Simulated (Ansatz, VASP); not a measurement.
PbSe in VASP and in Ansatz

Contents of INCAR:

```
SYSTEM = PbSe
PREC = Accurate
ENCUT = 500
EDIFF = 1E-6
ISMEAR = -1
SIGMA = 0.02
LREAL = .False.
LASPH = .True.
NELM = 120
ALGO = Normal
ISIF = 2
LWAVE = .False.
LCHARG = .False.
GGA = PE
NBANDS = 17
GGA_COMPAT = .False.
```

The input KPOINTS:

```
regular mesh
0
Gamma
  8 8 8
  0 0 0
```

The input POSCAR:

```
PbSe
1.0
    0.0000000000      3.0399133780      3.0696893648
    3.0696893648      0.0000000000      3.0696893648
    3.0696893648      3.0399133780      0.0000000000
Pb Se
1 1
Direct
    0.0000000000      0.0000000000      0.0000000000
    0.5000000000      0.5000000000      0.5000000000
```

Input for Ansatz:

```yaml
crystal:
  lattice:
    - [0.0, 3.039913378, 3.0696893648]
    - [3.0696893648, 0.0, 3.0696893648]
    - [3.0696893648, 3.039913378, 0.0]
  atoms:
    - { symbol: Pb, position: [0.0, 0.0, 0.0] }
    - { symbol: Se, position: [0.5, 0.5, 0.5] }
kpoints:
  mp_grid: { grid: [8, 8, 8] }
  band_path:
    path:
      - [0.0, 0.0, 0.0]
      - [0.5, 0.0, 0.5]
      - [0.625, 0.25, 0.625]
      - [0.375, 0.375, 0.75]
      - [0.5, 0.5, 0.5]
      - [0.5, 0.25, 0.75]
      - [0.0, 0.0, 0.5]
    npoints: 1
hamiltonian:
  xc: pbe
scf:
  occupations: { method: fermi_dirac, width: 0.02 }
  n_extra_bands: 4
output:
  forces: true
  stress: true
  eigenvalues: true
```

Change from the starting cell: uniaxial_y strain -1.0%.

Alike in both runs: task single point; functional PBE; k mesh 8 × 8 × 8; occupations fermi-dirac, width 0.02 eV; no spin polarisation.

```csv
,VASP,Ansatz
version,VASP 6.6.1,Ansatz 0.2.0
potentials or method,"VASP PAW PBE potentials, release 64 (Pb_d, Se)","plane waves, PAW"
plane-wave cutoff (eV),500,420
valence electrons in the cell,20,30
```

|  | VASP | Ansatz | Ansatz less VASP |
| --- | --- | --- | --- |
| pressure (GPa) | 2.5 | 2.5 | +0.02 |
| traceless stress, the component that is largest in VASP (GPa) | 0.86 | 0.85 | -0.002 |

VASP's potentials hold 20 valence electrons a cell and Ansatz's 30, so a difference there can come from the potentials and not from the codes.

Neither program's run includes spin-orbit coupling.
